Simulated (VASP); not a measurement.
**PbS (Galena): single point with PBE**

The system is PbS (Galena).

```
Pb S
1.0
     0.00000    2.96575    2.96575
     2.96575    0.00000    2.96575
     2.96575    2.96575    0.00000
Pb S
1 1
Direct
  0.00000 0.00000 0.00000
  0.50000 0.50000 0.50000
```

```
Program             : VASP 6.6.1
Task                : single point
Functional          : PBE
Potentials or basis : VASP PAW PBE potentials, release 64 (Pb_d, S)
Cutoff              : 520 eV
k mesh              : 3 × 3 × 3
Occupations         : fermi-dirac, width 0.05 eV
Spin                : no spin polarisation
```

- Pressure: 1.1 GPa

Levels at points of the mesh, in eV from the Fermi level:
| k point | band 8 | band 9 | band 10 | band 11 | band 12 | band 13 |
| --- | --- | --- | --- | --- | --- | --- |
| (0.00, 0.00, 0.00) | -2.56 | -2.56 | -2.56 | 4.85 | 4.85 | 4.85 |

It took 7.1 s on 1 thread of Intel(R) Xeon(R) Platinum 8488C (Sapphire Rapids), with other jobs on the host, peak memory 0.17 GiB.

Caveat: the k points lie up to 0.61 Å⁻¹ apart; this odd mesh misses L, where the gap lies, so gap, dielectric constants and Born charges aren't listed; spin-orbit coupling is left out, which moves the levels of the heavy elements.
